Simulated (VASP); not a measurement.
# La: relaxation of cell and atoms with r2SCAN

Crystal: La.

```xyz
1
Lattice="-2.1238 2.1238 2.1238 2.1238 -2.1238 2.1238 2.1238 2.1238 -2.1238" Properties=species:S:1:pos:R:3 pbc="T T T"
La    0.0000    0.0000    0.0000
```

```json
{
  "Program": "VASP 6.6.1",
  "Task": "relaxation of cell and atoms",
  "Functional": "r2SCAN",
  "Potentials or basis": "VASP PAW PBE potentials, release 64 (La)",
  "Cutoff": "600 eV",
  "k mesh": "11 × 11 × 11",
  "Occupations": "fermi-dirac, width 0.1 eV",
  "Spin": "no spin polarisation",
  "Dipole correction": "no",
  "Further INCAR settings": "ALGO = Normal; EDIFF = 1e-06; IBRION = 2; EDIFFG = -0.03; NSW = 50; ISIF = 3"
}
```

The relaxed volume is 38.50 Å³/atom, the relaxed cell is a = 3.684 Å, b = 3.684 Å, c = 3.684 Å, α = 109.47°, β = 109.47°, γ = 109.47° and the space group after relaxing (to 0.05 Å) is Im-3m (No. 229). The energy gained by relaxing is 0.1 meV/atom and the ionic steps are 2. The pressure after relaxing is 0.0 GPa.

Step by step:
```tsv
step	energy change (eV)	largest force (eV/Å)	pressure (GPa)	volume (Å³)
1	0.0000	0.0000	0.14	38.32
2	-0.0001	0.0000	0.03	38.50
```

Final structure:
```
La
1.0
    -2.12722    2.12722    2.12722
     2.12722   -2.12722    2.12722
     2.12722    2.12722   -2.12722
La
1
Direct
  0.00000 0.00000 0.00000
```

Levels at points of the mesh, in eV from the Fermi level:
| k point | band 4 | band 5 | band 6 | band 7 | band 8 | band 9 |
| --- | --- | --- | --- | --- | --- | --- |
| (0.00, 0.00, 0.00) | -16.76 | -3.41 | 1.65 | 1.65 | 1.65 | 1.71 |

It took 2.9 min on 1 thread of Intel Xeon 6975P-C, on a shared host, peak memory 0.21 GiB.

Caveat: the PAW data sets were made with another functional, which shifts forces and pressure a little; spin-orbit coupling is left out, which moves the levels of the heavy elements.
